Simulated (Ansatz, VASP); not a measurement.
Mo in VASP and in Ansatz

File POSCAR:

```
Mo
1.0
   -1.5838089719      1.5838089719      1.5838089719
    1.5838089719     -1.5838089719      1.5838089719
    1.5838089719      1.5838089719     -1.5838089719
Mo
1
Direct
    0.0000000000      0.0000000000      0.0000000000
```

The input INCAR.step1:

```
ALGO = Normal ; EDIFF = 1E-4
ENCUT = 600 ; GGA = PE
ISMEAR = 0 ; LASPH = T
LCHARG = F ; LREAL = F
LWAVE = T ; NELM = 60
PREC = Accurate ; SIGMA = 0.1
```

The input INCAR.step2:

```
ALGO = Normal ; EDIFF = 1E-7
EDIFFG = -0.01 ; ENCUT = 600
IBRION = 2 ; ISIF = 3
ISMEAR = 0 ; ISTART = 1
LASPH = T ; LCHARG = F
LMIXTAU = T ; LREAL = F
LWAVE = F ; METAGGA = R2SCAN
NELM = 60 ; NSW = 100
PREC = Accurate ; SIGMA = 0.1
```

File KPOINTS:

```
k-points
0
Gamma
  18 18 18
```

Input for Ansatz:

```yaml
crystal:
  lattice:
    - [-1.5838089719, 1.5838089719, 1.5838089719]
    - [1.5838089719, -1.5838089719, 1.5838089719]
    - [1.5838089719, 1.5838089719, -1.5838089719]
  atoms:
    - { symbol: Mo, position: [0.0, 0.0, 0.0] }
basis:
  ecutwfc: 500
kpoints:
  mp_grid: { grid: [18, 18, 18] }
hamiltonian:
  xc: r2scan
scf:
  occupations: { method: gaussian, width: 0.1 }
output:
  forces: true
  stress: true
  eigenvalues: true
relax:
  adjacent_minimum: "off"
  f_tol: 0.01
  max_steps: 80
  cell: { stress_tol: 0.05 }
```

Alike in both runs: task relaxation of cell and atoms; functional r2SCAN; k mesh 18 × 18 × 18; occupations gaussian, width 0.1 eV; no spin polarisation.

```csv
,VASP,Ansatz
version,VASP 6.6.1,Ansatz 0.2.0
potentials or method,"VASP PAW PBE potentials, release 64 (Mo_sv), cutoff 600 eV","scalar-relativistic, plane waves, PAW"
valence electrons in the cell,14,14
```

Ansatz gave:

* gap on the k mesh at the Fermi level, each at its own relaxed structure (eV): none
* relaxed volume (Å³/atom): 15.63
* relaxed length of the cell vector where the two differ most in proportion (Å): 2.728

Q: Which values does VASP return?

A: gap on the k mesh at the Fermi level, each at its own relaxed structure (eV): none; relaxed volume (Å³/atom): 15.70; relaxed length of the cell vector where the two differ most in proportion (Å): 2.732.

VASP's potentials were made for PBE, not for r2SCAN. A gap of «none» marks a metal or a gap that the smearing closes.
